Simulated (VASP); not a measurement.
A run of VASP 6.6.1 is set up as follows.

INCAR

```
  ALGO = Normal
  EDIFF = 1E-6
  ENCUT = 500
  GGA = PE
  GGA_COMPAT = False
  ISIF = 2
  ISMEAR = 0
  LASPH = True
  LCHARG = False
  LREAL = False
  LWAVE = False
  NBANDS = 21
  NELM = 120
  PREC = Accurate
  SIGMA = 0.15
```

Contents of KPOINTS:

```
k-points
0
Gamma
  24 24 12
```

POSCAR

```
Ru
1.0
    2.7869733142      0.0000000000      0.0000000000
   -1.3934866571      2.4135896898      0.0000000000
    0.0000000000      0.0000000000      4.2819000000
Ru
2
Direct
    0.3333333333      0.6666666667      0.2500000000
    0.6666666667      0.3333333333      0.7500000000
```

Potentials or basis: VASP PAW PBE potentials, release 64 (Ru_pv).

Command:

```sh
$ cat potpaw_PBE.64/Ru_pv/POTCAR > POTCAR
$ mpirun -np 1 vasp_std > vasp.out
```

**Question.** Predict the band gap on the k mesh.

**Answer.** Zero (band 14 reaches 13.12 eV, above the bottom of band 15 at 10.21 eV).

**Question.** What does it give for the pressure?

**Answer.** -12.1 GPa.

Stress tensor (GPa, compression positive):
```
-15.09   0.00   0.00
  0.00 -15.09   0.00
  0.00   0.00  -6.20
```

Caveat: the cell differs from its parent crystal (strain +0.030 along x and y, +0.000 along z).
